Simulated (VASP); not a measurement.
Crystal: MgTe4.

```
CELL_PARAMETERS angstrom
3.30224 1.90655 4.55803
-3.30224 1.90655 4.55803
0.00000 -3.81310 4.55803
ATOMIC_POSITIONS crystal
Mg 0.00000 0.00000 0.00000
Te 0.00000 0.00000 0.50000
Te 0.50000 0.00000 0.00000
Te 0.00000 0.50000 0.00000
Te 0.50000 0.50000 0.50000
```

* Program: VASP 6.6.1
* Task: relaxation of cell and atoms
* Functional: PBE
* Potentials or basis: VASP PAW PBE potentials, release 64 (Mg, Te)
* Cutoff: 600 eV
* k mesh: 3 × 3 × 3
* Occupations: gaussian, width 0.1 eV
* Spin: no spin polarisation

At the start: pressure -1.2 GPa; volume 34.44 Å³/atom.

Task: How do energy, volume and symmetry change on relaxing?

Result: Over 5 steps the energy falls by 4.6 meV/atom and the volume is 33.21 Å³/atom (-3.6 %); space group R-3m (No. 166, to 0.05 Å).

Step by step:
| step | energy change (eV) | largest force (eV/Å) | pressure (GPa) | volume (Å³) |
| --- | --- | --- | --- | --- |
| 1 | 0.0000 | 0.0000 | -1.22 | 172.18 |
| 2 | -0.0188 | 0.0000 | 0.32 | 165.74 |
| 3 | -0.0203 | 0.0000 | -0.03 | 167.06 |
| 4 | -0.0224 | 0.0000 | -0.01 | 166.55 |
| 5 | -0.0231 | 0.0000 | 0.01 | 166.06 |

Final structure:
```cif
data_structure
_symmetry_space_group_name_H-M 'P 1'
_symmetry_Int_Tables_number 1
_cell_length_a 5.8573
_cell_length_b 5.8573
_cell_length_c 5.8573
_cell_angle_alpha 67.946
_cell_angle_beta 67.946
_cell_angle_gamma 67.946
_cell_volume 166.06
loop_
_atom_site_label
_atom_site_type_symbol
_atom_site_fract_x
_atom_site_fract_y
_atom_site_fract_z
_atom_site_occupancy
Mg1 Mg 0.00000 0.00000 0.00000 1
Te1 Te 0.00000 0.00000 0.50000 1
Te2 Te 0.50000 0.00000 0.00000 1
Te3 Te 0.00000 0.50000 0.00000 1
Te4 Te 0.50000 0.50000 0.50000 1
```

Caveat: the k points lie up to 0.40 Å⁻¹ apart in the final cell.
